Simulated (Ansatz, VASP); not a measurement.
## Two plane-wave programs on AlCd2O

```
Al Cd O
1.0
     1.71610   -5.28064    0.00000
     1.71610    5.28064    0.00000
     0.00000    0.00000    5.37505
Al Cd O
1 2 1
Direct
  0.50000 0.50000 0.00000
  0.63659 0.36341 0.50000
  0.36341 0.63659 0.50000
  0.00000 0.00000 0.00000
```

Alike in both runs: functional PBE; k mesh 14 × 14 × 8; occupations gaussian, width 0.1 eV; no spin polarisation.

Ansatz relaxed the structure, and its values are those at the end. VASP's run is a single point on that final structure, the one shown.

```csv
,VASP,Ansatz
version,VASP 6.6.1,Ansatz 0.2.0
potentials or method,"VASP PAW PBE potentials, release 64 (Al, Cd, O), cutoff 520 eV","scalar-relativistic, plane waves, PAW"
valence electrons in the cell,33,49
```

```csv
,VASP,Ansatz,Ansatz less VASP
gap on the k mesh at the Fermi level (eV),none,none,-
pressure (GPa),0.1,0.0,-0.11
```

A gap of «none» marks a metal or a gap that the smearing closes. VASP's potentials hold 33 valence electrons a cell and Ansatz's 49, so a difference there can come from the potentials and not from the codes.
